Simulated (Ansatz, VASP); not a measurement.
**Au: VASP beside Ansatz**

File INCAR:

```
  PREC = Accurate
  ENCUT = 520
  EDIFF = 1E-6
  ISMEAR = 0
  SIGMA = 0.15
  LREAL = F
  LASPH = T
  NELM = 80
  ALGO = Normal
  ISIF = 2
  LWAVE = F
  LCHARG = F
  GGA = PE
  NBANDS = 12
```

File KPOINTS:

```
regular mesh
0
Gamma
  28 28 28
```

File POSCAR:

```
Au
1.0
    0.0000000000      2.0790388405      2.0790388405
    2.0790388405      0.0000000000      2.0790388405
    2.0790388405      2.0790388405      0.0000000000
Au
1
Direct
    0.0000000000      0.0000000000      0.0000000000
```

Input for Ansatz:

```yaml
crystal:
  lattice:
    - [0.0, 2.0790388405, 2.0790388405]
    - [2.0790388405, 0.0, 2.0790388405]
    - [2.0790388405, 2.0790388405, 0.0]
  atoms:
    - { symbol: Au, position: [0.0, 0.0, 0.0] }
basis:
  ecutwfc: 420
kpoints:
  mp_grid: { grid: [28, 28, 28] }
hamiltonian:
  xc: pbe
scf:
  occupations: { method: gaussian, width: 0.15 }
output:
  forces: true
  stress: true
  eigenvalues: true
```

Alike in both runs: task single point; functional PBE; k mesh 28 × 28 × 28; occupations gaussian, width 0.15 eV; no spin polarisation.

|  | VASP | Ansatz |
| --- | --- | --- |
| version | VASP 6.6.1 | Ansatz 0.2.0 |
| potentials or method | VASP PAW PBE potentials, release 64 (Au), cutoff 520 eV | scalar-relativistic, plane waves, PAW |
| valence electrons in the cell | 11 | 19 |

|  | VASP | Ansatz | Ansatz less VASP |
| --- | --- | --- | --- |
| gap on the k mesh at the Fermi level (eV) | none | none | - |
| pressure (GPa) | -0.3 | 0.0 | +0.24 |

A gap of «none» marks a metal or a gap that the smearing closes. VASP's potentials hold 11 valence electrons a cell and Ansatz's 19, so a difference there can come from the potentials and not from the codes.

Neither program's run includes spin-orbit coupling.
